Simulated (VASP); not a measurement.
## WC: single point with PBE

Crystal: WC.

```
W C
1.0
     2.90650    0.00000    0.00000
    -1.45325    2.51710    0.00000
     0.00000    0.00000    2.83660
W C
1 1
Direct
  0.00000 0.00000 0.00000
  0.66667 0.33333 0.50000
```

```json
{"Program": "VASP 6.6.1", "Task": "single point", "Functional": "PBE", "Potentials or basis": "VASP PAW PBE potentials, release 64 (W_sv, C_h)", "Cutoff": "1300 eV", "k mesh": "10 × 10 × 9", "Occupations": "gaussian, width 0.021 eV", "Spin": "no spin polarisation"}
```

| Item | Value |
| --- | --- |
| Pressure | 6.7 GPa |
| Band gap on the k mesh | zero (bands 9 and 10 overlap by 1.19 eV) |

Stress tensor (GPa, compression positive):
```
6.91 0.00 0.00
0.00 6.91 0.00
0.00 0.00 6.25
```

Levels at points of the mesh, in eV from the Fermi level:
```
           k point  band 7  band 8  band 9  band 10  band 11  band 12
(0.00, 0.00, 0.00)   -3.35   -3.35    0.07     3.22     3.22     5.61
(0.50, 0.00, 0.00)   -3.63   -3.58   -0.49     2.33     4.52     4.87
```

It took 79 s on 1 thread of Intel(R) Xeon(R) 6975P-C (Granite Rapids) (shared host), peak memory 0.27 GiB.

Caveat: the cell stands under pressure; spin-orbit coupling is left out, which moves the levels of the heavy elements.
